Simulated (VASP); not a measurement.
# PbSe (I4/mmm) in VASP: a series of runs

Aim: see how the results for PbSe move with the level of theory and the settings. Levels: PBE, r2SCAN. Tasks: single point.

Program: VASP 6.6.1. These are calculated values, not measurements. Logs are shortened: lines on timing, memory, paths and dates and some standing lists are left out, and cuts for length are marked.

## Step 1: The cell of the first run

The structure is tetragonal, space group I4/mmm (No. 139). Conventional cell: a = 4.368 Å, b = 4.368 Å, c = 5.823 Å, α = 90.00°, β = 90.00°, γ = 90.00°. Pb (site symmetry 4/mmm) has 6 Se at 2.91 to 3.09 Å within 3.8 Å. Se (site symmetry 4/mmm) has 6 Pb at 2.91 to 3.09 Å within 3.8 Å.

## Step 2: Single point, PBE (uniaxial z strain -5.7%)

Input file INCAR:

```
PREC = Accurate ; ENCUT = 520
EDIFF = 1E-6 ; ISMEAR = -1
SIGMA = 0.02 ; LREAL = F
LASPH = T ; NELM = 100
ALGO = Normal ; ISIF = 2
LWAVE = F ; LCHARG = F
GGA = PE ; NBANDS = 17
```

Input file KPOINTS:

```
regular mesh
0
Gamma
  8 8 8
```

Input file POSCAR:

```
PbSe
1.0
    0.0000000000      3.0887022205      2.9114107130
    3.0887022205      0.0000000000      2.9114107130
    3.0887022205      3.0887022205      0.0000000000
Pb Se
1 1
Direct
    0.0000000000      0.0000000000      0.0000000000
    0.5000000000      0.5000000000      0.5000000000
```

Potentials or basis: VASP PAW PBE potentials, release 64 (Pb_d, Se).

The run is started by

```console
$ cat potpaw_PBE.64/Pb_d/POTCAR potpaw_PBE.64/Se/POTCAR > POTCAR
$ mpirun -np 1 vasp_std > vasp.out
```

OUTCAR:

```text
PREC = Accurate
   ENCUT = 520
   EDIFF = 1E-6
   ISMEAR = -1
   LREAL = F
   LASPH = T
   NELM = 100
   ISIF = 2
   GGA = PE

 ion  position               nearest neighbor table
   1  0.000  0.000  0.000-   2 2.91   2 2.91   2 3.09   2 3.09   2 3.09   2 3.09
   2  0.500  0.500  0.500-   1 2.91   1 2.91   1 3.09   1 3.09   1 3.09   1 3.09

  LATTYP: Found a body centered tetragonal cell.
 ALAT       =     4.3680845704
 C/A-ratio  =     1.3330377039

  Lattice vectors:

 A1 = (   0.0000000000,  -3.0887022205,  -2.9114107130)
 A2 = (   0.0000000000,   3.0887022205,  -2.9114107130)
 A3 = (   3.0887022205,   0.0000000000,   2.9114107130)

Analysis of symmetry for initial positions (statically):
=====================================================================
 Subroutine PRICEL returns:
 Original cell was already a primitive cell.

 Routine SETGRP: Setting up the symmetry group for a
 body centered tetragonal supercell.

 Subroutine GETGRP returns: Found 16 space group operations
 (whereof 16 operations were pure point group operations)
 out of a pool of 16 trial point group operations.

The static configuration has the point symmetry D_4h.

Analysis of symmetry for dynamics (positions and initial velocities):
=====================================================================
 Subroutine PRICEL returns:
 Original cell was already a primitive cell.

 Routine SETGRP: Setting up the symmetry group for a
 body centered tetragonal supercell.

 Subroutine GETGRP returns: Found 16 space group operations
 (whereof 16 operations were pure point group operations)
 out of a pool of 16 trial point group operations.

The dynamic configuration has the point symmetry D_4h.

 Subroutine INISYM returns: Found 16 space group operations
 (whereof 16 operations are pure point group operations),
 and found     1 'primitive' translations

----------------------------------------------------------------------------------------

                                     Primitive cell

  volume of cell :      55.5502

  direct lattice vectors                    reciprocal lattice vectors
     0.000000000  3.088702221  2.911410713    -0.161880286  0.161880286  0.171738050
     3.088702221  0.000000000  2.911410713     0.161880286 -0.161880286  0.171738050
     3.088702221  3.088702221  0.000000000     0.161880286  0.161880286 -0.171738050

  length of vectors
     4.244572269  4.244572269  4.368084570     0.286189469  0.286189469  0.286189469

  position of ions in fractional coordinates (direct lattice)
     0.000000000  0.000000000  0.000000000
     0.500000000  0.500000000  0.500000000

  ion indices of the primitive-cell ions
   primitive index   ion index
                 1           1
                 2           2

----------------------------------------------------------------------------------------

 KPOINTS: regular mesh

Automatic generation of k-mesh.
 Grid dimensions read from file:
 generate k-points for:    8    8    8

 Generating k-lattice:

  Cartesian coordinates                     Fractional coordinates (reciprocal lattice)
    -0.020235036  0.020235036  0.021467256     0.125000000  0.000000000  0.000000000
     0.020235036 -0.020235036  0.021467256     0.000000000  0.125000000  0.000000000
     0.020235036  0.020235036 -0.021467256     0.000000000  0.000000000  0.125000000

  Length of vectors
     0.035773684  0.035773684  0.035773684

  Shift w.r.t. Gamma in fractional coordinates (k-lattice)
     0.000000000  0.000000000  0.000000000

 Subroutine IBZKPT returns following result:
 ===========================================

 Found     59 irreducible k-points:

 Following reciprocal coordinates:
            Coordinates               Weight
  0.000000  0.000000  0.000000      1.000000
  0.125000  0.000000  0.000000      8.000000
  0.250000  0.000000  0.000000      8.000000
  0.375000  0.000000  0.000000      8.000000
  0.500000  0.000000  0.000000      4.000000
  0.125000  0.125000  0.000000      2.000000
[... 16 lines left out ...]
  0.250000  0.000000  0.125000     16.000000
  0.375000  0.000000  0.125000     16.000000
 [... further k-points ...]
   k-points           NKPTS =     59   k-points in BZ     NKDIM =     59   number of bands    NBANDS=     17
   number of dos      NEDOS =    301   number of ions     NIONS =      2
   total plane-waves  NPLWV =  32768
   dimension x,y,z NGX =    32 NGY =   32 NGZ =   32
   dimension x,y,z NGXF=    64 NGYF=   64 NGZF=   64
   ions per type =               1   1
   NGX,Y,Z   is equivalent  to a cutoff of  12.53, 12.53, 12.18 a.u.
   NGXF,Y,Z  is equivalent  to a cutoff of  25.07, 25.07, 24.36 a.u.
 SYSTEM =  unknown system
   PREC   = accura    normal or accurate (medium, high low for compatibility)
   ISTART =      0    job   : 0-new  1-cont  2-samecut
   ICHARG =      2    charge: 1-file 2-atom 10-const
   ISPIN  =      1    spin polarized calculation?
   LNONCOLLINEAR =      F non collinear calculations
   LSORBIT =      F    spin-orbit coupling
   LASPH  =      T    aspherical Exc in radial PAW
   ENCUT  =  520.0 eV  38.22 Ry    6.18 a.u.   7.89  7.89  8.12*2*pi/ulx,y,z
   NELM   =    100;   NELMIN=  2; NELMDL= -5     # of ELM steps
   EDIFF  = 0.1E-05   stopping-criterion for ELM
   LREAL  =      F    real-space projection
   EDIFFG = 0.1E-04   stopping-criterion for IOM
   NSW    =      0    number of steps for IOM
   IBRION =     -1    ionic relax: 0-MD 1-quasi-New 2-CG
   NFREE  =      0    steps in history (QN), initial steepest desc. (CG)
   ISIF   =      2    stress and relaxation
   ISYM   =      2    0-nonsym 1-usesym 2-fastsym
   POTIM  = 0.5000    time-step for ionic-motion
   TEBEG  =    0.0;   TEEND  =   0.0 temperature during run
   PSTRESS=    0.0 pullay stress
   NELECT =      20.0000    total number of electrons
   NUPDOWN=      -1.0000    fix difference up-down
   EMIN   =  10.00;   EMAX   =-10.00  energy-range for DOS
   EFERMI =   0.00;   METHOD = LEGACY
   ISMEAR =    -1;   SIGMA  =   0.02  broadening in eV -4-tet -1-fermi 0-gaus
   EFERMI_NEDOS =   21; number of points for ismear=-14 and -15
   IALGO  =     38    algorithm
   IMIX   =      4    mixing-type and parameters
     AMIX     =   0.40;   BMIX     =  1.00
     AMIX_MAG =   1.60;   BMIX_MAG =  1.00
  volume/ion in A,a.u.               =      27.78       187.44
  Fermi-wavevector in a.u.,A,eV,Ry     =   1.164634  2.200840 18.454582  1.356373
  Thomas-Fermi vector in A             =   2.301170
   LORBIT       =      0    0 simple, 1 ext, 2 COOP (PROOUT), +10 PAW based schemes
   GGA     = PE    functional components
   LHFCALC =     F    Hartree Fock is set to
   AEXX    =    0.0000 exact exchange contribution
   IVDW    =     0    specifies the selected vdW correction
   LEPSILON=     F    determine dielectric tensor
   LRPA    =     F    only Hartree local field effects (RPA)
 non-spin polarized calculation
  energy-cutoff  :      520.00
  volume of cell :       55.55
 maximum number of plane-waves:      1522
   NGX = 15   NGY = 15   NGZ = 17

 number of electron      20.0000004 magnetization

 Free energy of the ion-electron system (eV)
  ---------------------------------------------------
  ext. energy  EPLUGINS =         0.00000000
  ---------------------------------------------------
  free energy    TOTEN  =        -8.07610731 eV

  energy without entropy =       -8.07583061  energy(sigma->0) =       -8.07596896

 E-fermi :   5.6250     XC(G=0):  -9.6729

 val. band max:        5.5921032737   @ k =   0.5000   0.0000   0.0000
 cond. band min:       5.6578853913   @ k =   0.5000   0.0000   0.0000
 fundamental gap:      0.0657821176
 Fermi energy:         5.6249943322

 k-point     1 :       0.0000    0.0000    0.0000
  band No.  band energies     occupation
      1     -11.4361      2.00000
      2     -11.4313      2.00000
      3     -11.4182      2.00000
      4     -11.4182      2.00000
      5     -11.4163      2.00000
      6      -8.4128      2.00000
[... 9 lines left out ...]
     16      12.1675      0.00000
     17      13.5080      0.00000

 k-point     2 :       0.1250    0.0000    0.0000
  band No.  band energies     occupation
      1     -11.4380      2.00000
      2     -11.4303      2.00000
      3     -11.4200      2.00000
      4     -11.4145      2.00000
      5     -11.4133      2.00000
      6      -8.2884      2.00000
[... 9 lines left out ...]
     16      12.3749      0.00000
     17      14.4959      0.00000

 k-point     3 :       0.2500    0.0000    0.0000
  band No.  band energies     occupation
      1     -11.4453      2.00000
      2     -11.4339      2.00000
      3     -11.4241      2.00000
      4     -11.4046      2.00000
      5     -11.3989      2.00000
      6      -7.9446      2.00000
[... 9 lines left out ...]
     16      13.1780      0.00000
     17      16.4254      0.00000

 k-point     4 :       0.3750    0.0000    0.0000
  band No.  band energies     occupation
      1     -11.4535      2.00000
      2     -11.4430      2.00000
      3     -11.4241      2.00000
      4     -11.3939      2.00000
      5     -11.3834      2.00000
      6      -7.5047      2.00000
[... 9 lines left out ...]
     16      14.5757      0.00000
     17      16.9788      0.00000
[... 343 lines left out ...]
      1     -11.4455      2.00000
      2     -11.4262      2.00000
      3     -11.4210      2.00000
      4     -11.4178      2.00000
      5     -11.4099      2.00000
      6      -8.2505      2.00000
[... 9 lines left out ...]
     16      13.0943      0.00000
     17      13.9373      0.00000

 k-point    23 :       0.2500    0.0000    0.1250
  band No.  band energies     occupation
      1     -11.4593      2.00000
      2     -11.4259      2.00000
      3     -11.4206      2.00000
      4     -11.4152      2.00000
      5     -11.3978      2.00000
      6      -7.9813      2.00000
[... 9 lines left out ...]
     16      13.8366      0.00000
     17      15.1601      0.00000

 k-point    24 :       0.3750    0.0000    0.1250
  band No.  band energies     occupation
      1     -11.4692      2.00000
      2     -11.4338      2.00000
      3     -11.4199      2.00000
      4     -11.4049      2.00000
      5     -11.3850      2.00000
      6      -7.5666      2.00000
[... 9 lines left out ...]
     16      14.9837      0.00000
     17      16.6633      0.00000

 [... further k-points ...]

------------------------ aborting loop because EDIFF is reached ----------------------------------------

  FORCE on cell =-STRESS in cart. coord.  units (eV):
  Direction    XX          YY          ZZ          XY          YZ          ZX
  --------------------------------------------------------------------------------------
  -------------------------------------------------------------------------------------
  Total        0.5873484      0.5873484      3.9504515      0.0000000      0.0000000      0.0000000
  in kB       16.9402890     16.9402890    113.9388311      0.0000000      0.0000000      0.0000000
  external PRESSURE =      49.2731363 kB  Pullay stress =       0.0000000 kB

 VOLUME and BASIS-vectors are now :
 -----------------------------------------------------------------------------
  energy-cutoff  :      520.00
  volume of cell :       55.55
      direct lattice vectors                 reciprocal lattice vectors
     0.000000000  3.088702221  2.911410713    -0.161880286  0.161880286  0.171738050
     3.088702221  0.000000000  2.911410713     0.161880286 -0.161880286  0.171738050
     3.088702221  3.088702221  0.000000000     0.161880286  0.161880286 -0.171738050

 POSITION                                       TOTAL-FORCE (eV/Angst)
 -----------------------------------------------------------------------------------
      0.00000      0.00000      0.00000         0.000000      0.000000      0.000000
      3.08870      3.08870      2.91141         0.000000      0.000000     -0.000000
 -----------------------------------------------------------------------------------
    total drift:                                0.000000     -0.000000     -0.000000

  FREE ENERGIE OF THE ION-ELECTRON SYSTEM (eV)
  ---------------------------------------------------
  free  energy   TOTEN  =        -8.0761073089 eV

  energy  without entropy=       -8.0758306094  energy(sigma->0) =       -8.07596896
```

Run time: 31 s. Hardware: 1 thread of Intel Xeon Platinum 8488C (Sapphire Rapids), shared host; peak memory 0.21 GiB.

What came out:

```yaml
Free_energy: -8.0761 eV
Pressure: 4.9 GPa
Band_gap_on_the_k_mesh: 0.07 eV, direct
```

Caveat: the cell differs from its parent crystal (uniaxial z strain -5.7%); spin-orbit coupling is left out, which moves the levels of the heavy elements. A k mesh can miss the band edges.

[end of part 1 of 2]
